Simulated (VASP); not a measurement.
Write the native input for VASP 6.6.1 that does the following.

```
Task                   : single point
Functional             : PBEsol
Potentials or basis    : VASP PAW PBE potentials, release 64 (Ti_sv, Al)
Cutoff                 : 500 eV
k mesh                 : 24 × 24 × 14
Occupations            : gaussian, width 0.15 eV
Spin                   : no spin polarisation
Dipole correction      : no
Further INCAR settings : ALGO = Normal; EDIFF = 1e-06; NBANDS = 14
```

The structure of TiAl lies in POSCAR:

```
TiAl
1.0
    2.8478212843      0.0000000000      0.0000000000
   -1.4239106421      2.4662855776      0.0000000000
    0.0000000000      0.0000000000      4.6199447408
Ti Al
1 1
Direct
    0.0000000000      0.0000000000      0.0135283003
    0.3333333333      0.6666666667      0.5000000000
```

This cell differs from its parent crystal: all Ti atoms moved +0.062 Å, as atom 1 along Cartesian [0 0 1].

These files were run (other wordings do the same):

INCAR

```
SYSTEM = TiAl
  PREC = Accurate
  ENCUT = 500
  EDIFF = 1E-6
  ISMEAR = 0
  SIGMA = 0.15
  LREAL = .FALSE.
  LASPH = .TRUE.
  NELM = 120
  ALGO = Normal
  ISIF = 2
  LWAVE = .FALSE.
  LCHARG = .FALSE.
  GGA = PS
  NBANDS = 14
  GGA_COMPAT = .FALSE.
```

KPOINTS

```
regular mesh
0
G
  24 24 14
  0 0 0
```

Potentials or basis: VASP PAW PBE potentials, release 64 (Ti_sv, Al).

Run with:

```bash
$ cat potpaw_PBE.64/Ti_sv/POTCAR potpaw_PBE.64/Al/POTCAR > POTCAR
$ mpirun -np 1 vasp_std > vasp.out
```

Results of the run:

| Item | Value |
| --- | --- |
| Pressure | 0.2 GPa |
| Largest force | 0.466 eV/Å |
| Band gap on the k mesh | zero (an odd number of electrons rules out a gap without spin polarisation) |

Caveat: the cell differs from its parent crystal (all Ti atoms moved +0.062 Å, as atom 1 along Cartesian [0 0 1]); the PAW data sets were made with another functional, which shifts forces and pressure a little.

Wall time 99 s on 1 thread of Intel(R) Xeon(R) 6975P-C (Granite Rapids) (shared host), peak memory 0.44 GiB.
